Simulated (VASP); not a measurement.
# Sr2TeO: single point with PBE

Crystal: Sr2TeO.

```
O Te Sr
1.0
     2.07690    1.19910    7.01957
    -2.07690    1.19910    7.01957
     0.00000   -2.39820    7.01957
O Te Sr
1 1 2
Direct
  0.00000 0.00000 0.00000
  0.50000 0.50000 0.50000
  0.26814 0.26814 0.26814
  0.73186 0.73186 0.73186
```

This cell differs from its parent crystal: epitaxial xy strain +0.4%.

* Program: VASP 6.6.1
* Task: single point
* Functional: PBE
* Potentials or basis: VASP PAW PBE potentials, release 64 (O, Te, Sr_sv)
* Cutoff: 520 eV
* k mesh: 8 × 8 × 8
* Occupations: fermi-dirac, width 0.02 eV
* Spin: no spin polarisation
* Dipole correction: no
* Further INCAR settings: ALGO = Normal; EDIFF = 1e-06; NBANDS = 24

The pressure is 0.6 GPa. The largest force is 0.055 eV/Å and the band gap on the k mesh is 1.11 eV (least direct gap 1.19 eV).

Forces in eV/Å, atoms in the order of the input:
```
O    0.000  0.000  0.000
Te   0.000  0.000  0.000
Sr   0.000  0.000 -0.055
Sr   0.000  0.000  0.055
```

Stress tensor (GPa, compression positive):
```
0.32 0.00 0.00
0.00 0.32 0.00
0.00 0.00 1.07
```

Levels at points of the mesh, in eV from the valence-band top:
| k point | band 13 | band 14 | band 15 | band 16 | band 17 | band 18 | band 19 | band 20 |
| --- | --- | --- | --- | --- | --- | --- | --- | --- |
| (0.00, 0.00, 0.00) | -2.74 | -1.42 | 0.00 | 0.00 | 1.19 | 3.15 | 3.15 | 3.52 |
| (0.50, 0.00, 0.00) | -2.60 | -2.38 | -2.13 | -0.86 | 2.07 | 2.46 | 3.65 | 4.62 |
| (0.50, 0.50, 0.00) | -2.63 | -2.31 | -1.76 | -0.81 | 1.11 | 3.65 | 3.98 | 4.52 |
| (0.50, 0.50, 0.50) | -2.69 | -2.69 | -0.18 | -0.18 | 2.19 | 3.16 | 3.60 | 3.60 |

Run time: 3.9 min on 1 thread of AMD EPYC 9R45 (Zen 5) (shared host), peak memory 0.48 GiB.

Caveat: the cell differs from its parent crystal (epitaxial xy strain +0.4%); spin-orbit coupling is left out, which moves the levels of the heavy elements. A k mesh can miss the band edges.
